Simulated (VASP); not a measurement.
A run of VASP 6.6.1 is set up as follows.

File INCAR:

```
PREC = Accurate ; ENCUT = 750
EDIFF = 1E-7 ; ISMEAR = 0
SIGMA = 0.2 ; LREAL = False
LASPH = True ; NELM = 120
ALGO = Normal ; ISIF = 3
LWAVE = False ; LCHARG = False
GGA = PE ; IBRION = 2
NSW = 36 ; EDIFFG = -0.08
GGA_COMPAT = False ; NELMIN = 4
```

File KPOINTS:

```
regular mesh
0
Gamma
  5 5 5
```

File POSCAR:

```
LiBe4
1.0
    3.3825402500      0.0000000000      0.0000000000
    0.0000000000      3.3825402500      0.0000000000
    0.0000000000      0.0000000000      3.3825402500
Li Be
1 4
Direct
    0.0000000000      0.0000000000      0.0000000000
    0.0000000000      0.5000000000      0.5000000000
    0.5000000000      0.0000000000      0.5000000000
    0.5000000000      0.5000000000      0.0000000000
    0.5000000000      0.5000000000      0.5000000000
```

Potentials or basis: VASP PAW PBE potentials, release 64 (Li_sv, Be).

The run is started by

```console
$ cat potpaw_PBE.64/Li_sv/POTCAR potpaw_PBE.64/Be/POTCAR > POTCAR
$ mpirun -np 1 vasp_std > vasp.out
```

Estimate the relaxed volume.

11.27 Å³/atom.

What does it give for the space group after relaxing (to 0.05 Å)?

Pm-3m (No. 221).

Predict the relaxed cell.

a = 3.833 Å, b = 3.833 Å, c = 3.833 Å, α = 90.00°, β = 90.00°, γ = 90.00°.

Final structure:
```
CELL_PARAMETERS angstrom
3.83327 0.00000 0.00000
0.00000 3.83327 0.00000
0.00000 0.00000 3.83327
ATOMIC_POSITIONS crystal
Li 0.00000 0.00000 0.00000
Be 0.00000 0.50000 0.50000
Be 0.50000 0.00000 0.50000
Be 0.50000 0.50000 0.00000
Be 0.50000 0.50000 0.50000
```

Caveat: the k points lie up to 0.33 Å⁻¹ apart in the final cell; the volume moved by over 15 % at a fixed basis, so the end points are rough.
